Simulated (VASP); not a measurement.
A run of VASP 6.6.1 is set up as follows.

The input INCAR:

```
PREC = Accurate
ENCUT = 600
EDIFF = 1E-6
ISMEAR = 0
SIGMA = 0.01
LREAL = F
LASPH = T
NELM = 120
ALGO = Normal
ISIF = 2
LWAVE = F
LCHARG = T
LELF = T
LVHAR = T
NBANDS = 11
GGA_COMPAT = F
```

File KPOINTS:

```
regular mesh
0
Gamma
  6 6 6
```

POSCAR

```
MgS
1.0
    0.0000000000      2.5395368125      2.5395368125
    2.5395368125      0.0000000000      2.5395368125
    2.5395368125      2.5395368125      0.0000000000
Mg S
1 1
Direct
    0.0000000000      0.0000000000      0.0000000000
    0.5000000000      0.5000000000      0.5000000000
```

Potentials or basis: VASP PAW LDA potentials, release 64 (Mg, S).

Run with:

```bash
$ cat potpaw_LDA.64/Mg/POTCAR potpaw_LDA.64/S/POTCAR > POTCAR
$ mpirun -np 1 vasp_std > vasp.out
```

Task: What does it give for the pressure?

Result: 2.1 GPa.

Task: What does it give for the band gap on the k mesh?

Result: 2.71 eV (least direct gap 4.09 eV).

A k mesh can miss the band edges.
